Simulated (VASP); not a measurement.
# Rb (I4/mmm) in VASP: further runs, part 2 of 2

VASP 6.6.1. Earlier steps stand in the parts before.

### 3 Single point, PBEsol (strain +0.080 along x and y, +0.040 along z)

Input file INCAR:

```
SYSTEM = Rb
PREC = Accurate ; ENCUT = 520
EDIFF = 1E-6 ; ISMEAR = 0
SIGMA = 0.15 ; LREAL = .False.
LASPH = .True. ; NELM = 60
ALGO = Fast ; ISIF = 2
LWAVE = .False. ; LCHARG = .False.
GGA = PS ; NBANDS = 10
```

Input file KPOINTS:

```
regular mesh
0
Gamma
  12 12 12
  0 0 0
```

Input file POSCAR:

```
Rb
1.0
   -3.0304800000      3.0304800000      2.9182400000
    3.0304800000     -3.0304800000      2.9182400000
    3.0304800000      3.0304800000     -2.9182400000
Rb
1
Direct
    0.0000000000      0.0000000000      0.0000000000
```

Potentials or basis: VASP PAW PBE potentials, release 64 (Rb_sv).

Command:

```
> cat potpaw_PBE.64/Rb_sv/POTCAR > POTCAR
> mpirun -np 1 vasp_std > vasp.out
```

OUTCAR:

```text
SYSTEM = Rb
   PREC = Accurate
   ENCUT = 520
   EDIFF = 1E-6
   ISMEAR = 0
   LREAL = .False.
   LASPH = .True.
   NELM = 60
   ISIF = 2
   GGA = PS

 ion  position               nearest neighbor table
   1  0.000  0.000  0.000-

  LATTYP: Found a body centered tetragonal cell.
 ALAT       =     6.0609600000
 C/A-ratio  =     0.9629629630

  Lattice vectors:

 A1 = (  -3.0304800000,   3.0304800000,   2.9182400000)
 A2 = (   3.0304800000,  -3.0304800000,   2.9182400000)
 A3 = (   3.0304800000,   3.0304800000,  -2.9182400000)

Analysis of symmetry for initial positions (statically):
=====================================================================
 Subroutine PRICEL returns:
 Original cell was already a primitive cell.

 Routine SETGRP: Setting up the symmetry group for a
 body centered tetragonal supercell.

 Subroutine GETGRP returns: Found 16 space group operations
 (whereof 16 operations were pure point group operations)
 out of a pool of 16 trial point group operations.

The static configuration has the point symmetry D_4h.

Analysis of symmetry for dynamics (positions and initial velocities):
[... 167 lines left out ...]
      1     -29.3417      2.00000
      2     -13.3996      2.00000
      3     -13.3996      2.00000
      4     -13.3994      2.00000
      5      -2.1390      2.00000
      6       3.0355      0.00000
      7       3.2103      0.00000
      8       3.2103      0.00000
      9       3.8650      0.00000
     10       4.1056      0.00000
[... 287 lines left out ...]
 k-point    24 :      -0.4167    0.1667    0.0000
  band No.  band energies     occupation
      1     -29.3402      2.00000
      2     -13.4397      2.00000
      3     -13.4157      2.00000
      4     -13.4033      2.00000
      5      -0.8874      2.00000
      6       1.4652      0.00000
      7       1.9279      0.00000
      8       3.5483      0.00000
      9       3.7706      0.00000
     10       4.4116      0.00000

 [... further k-points ...]

------------------------ aborting loop because EDIFF is reached ----------------------------------------

  FORCE on cell =-STRESS in cart. coord.  units (eV):
  Direction    XX          YY          ZZ          XY          YZ          ZX
  --------------------------------------------------------------------------------------
  -------------------------------------------------------------------------------------
  Total       -0.2861385     -0.2861385     -0.2824034      0.0000000      0.0000000      0.0000000
  in kB       -4.2764464     -4.2764464     -4.2206235      0.0000000      0.0000000      0.0000000
  external PRESSURE =      -4.2578387 kB  Pullay stress =       0.0000000 kB

 VOLUME and BASIS-vectors are now :
 -----------------------------------------------------------------------------
  energy-cutoff  :      520.00
  volume of cell :      107.20
      direct lattice vectors                 reciprocal lattice vectors
    -3.030480000  3.030480000  2.918240000     0.000000000  0.164990365  0.171336148
     3.030480000 -3.030480000  2.918240000     0.164990365  0.000000000  0.171336148
     3.030480000  3.030480000 -2.918240000     0.164990365  0.164990365  0.000000000

 POSITION                                       TOTAL-FORCE (eV/Angst)
 -----------------------------------------------------------------------------------
      0.00000      0.00000      0.00000         0.000000     -0.000000     -0.000000
 -----------------------------------------------------------------------------------
    total drift:                               -0.000000      0.000000     -0.000000

  FREE ENERGIE OF THE ION-ELECTRON SYSTEM (eV)
  ---------------------------------------------------
  free  energy   TOTEN  =        -0.9969011113 eV

  energy  without entropy=       -0.9853021096  energy(sigma->0) =       -0.99110161
```

stdout:

```text
POSCAR found type information on POSCAR Rb
 POSCAR found :  1 types and       1 ions
 scaLAPACK will be used
 -----------------------------------------------------------------------------
|                                                                             |
|                                                                             |
|     You enforced a specific xc type in the INCAR file but a different       |
|     I HOPE YOU KNOW WHAT YOU ARE DOING!                                     |
|                                                                             |
 -----------------------------------------------------------------------------

 LDA part: xc-table for (Slater+PW92), standard interpolation
 POSCAR, INCAR and KPOINTS ok, starting setup
 FFT: planning ... GRIDC
 FFT: planning ... GRID_SOFT
 FFT: planning ... GRID
 WAVECAR not read
 entering main loop
WARNING in EDDRMM: call to ZHEGV failed, returncode =   8  4      5
WARNING in EDDRMM: call to ZHEGV failed, returncode =   8  4      9
```

It took 2 min on 1 thread of Intel Xeon Platinum 8375C at 2.90GHz (Ice Lake), shared host; peak memory 0.35 GiB.

Results:

| Quantity | Value |
| --- | --- |
| Free energy | -0.9969 eV |
| Pressure | -0.4 GPa |

Levels at points of the mesh, in eV from the Fermi level:
```
           k point  band 2  band 3  band 4  band 5  band 6  band 7  band 8  band 9
(0.00, 0.00, 0.00)  -13.02  -13.02  -13.02   -1.76    3.42    3.59    3.59    4.24
(0.50, 0.00, 0.00)  -13.07  -13.04  -13.02    0.29    0.71    2.49    3.94    4.68
(0.50, 0.50, 0.00)  -13.07  -13.04  -13.02    0.22    0.64    2.67    3.87    4.83
(0.50, 0.50, 0.50)  -13.06  -13.06  -13.06    1.31    1.40    2.75    2.75    3.08
```

Caveat: the cell differs from its parent crystal (strain +0.080 along x and y, +0.040 along z); the PAW data sets were made with another functional, which shifts forces and pressure a little.

### 4 Single point, PBEsol (strain -0.080 along x and y, -0.040 along z)

Input file INCAR:

```
SYSTEM = Rb
ALGO = Normal
EDIFF = 1E-6
ENCUT = 520
GGA = PS
ISIF = 2
ISMEAR = 0
LASPH = .TRUE.
LCHARG = .TRUE.
LELF = .TRUE.
LREAL = .FALSE.
LVHAR = .TRUE.
LWAVE = .FALSE.
NBANDS = 10
NELM = 80
PREC = Accurate
SIGMA = 0.15
```

Input file KPOINTS:

```
k-points
0
G
  12 12 12
  0 0 0
```

Input file POSCAR:

```
Rb
1.0
   -2.5815200000      2.5815200000      2.6937600000
    2.5815200000     -2.5815200000      2.6937600000
    2.5815200000      2.5815200000     -2.6937600000
Rb
1
Direct
    0.0000000000      0.0000000000      0.0000000000
```

Command:

```
> cat potpaw_PBE.64/Rb_sv/POTCAR > POTCAR
> mpirun -np 1 vasp_std > vasp.out
```

It took 75 s on 1 thread of Intel Xeon Platinum 8375C at 2.90GHz (Ice Lake), shared host; peak memory 0.26 GiB.

It converged, with:

- Free energy: -0.9985 eV
- Pressure: 0.8 GPa

Levels at points of the mesh, in eV from the Fermi level:
| k point | band 3 | band 4 | band 5 | band 6 | band 7 | band 8 |
| --- | --- | --- | --- | --- | --- | --- |
| (0.00, 0.00, 0.00) | -12.77 | -12.76 | -2.31 | 3.80 | 3.80 | 4.05 |
| (0.50, 0.00, 0.00) | -12.83 | -12.76 | 0.13 | 0.97 | 2.69 | 4.67 |
| (0.50, 0.50, 0.00) | -12.84 | -12.77 | 0.19 | 1.09 | 2.43 | 4.94 |
| (0.50, 0.50, 0.50) | -12.91 | -12.91 | 0.99 | 1.13 | 3.62 | 4.09 |

Caveat: the cell differs from its parent crystal (strain -0.080 along x and y, -0.040 along z); the PAW data sets were made with another functional, which shifts forces and pressure a little.

### 5 Overview

| cell | gap on the mesh (eV) | pressure (GPa) |
| --- | --- | --- |
| a = 5.120 Å, angles 110.5, 110.5, 107.4°, 1 atom | none | -0.4 |
| a = 5.185 Å, angles 108.5, 108.5, 111.5°, 1 atom | none | -0.4 |
| a = 4.537 Å, angles 110.6, 110.6, 107.2°, 1 atom | none | 0.8 |

Alike in all rows: task single point; level PBEsol; potentials or basis VASP PAW PBE potentials, release 64 (Rb_sv); no spin polarisation; k mesh 12 × 12 × 12; cutoff (eV) 520; smearing gaussian 0.15 eV.

Caveats: the PAW data sets were made with another functional, which shifts forces and pressure a little.

Absolute energies hang on the potentials; compare differences alone.
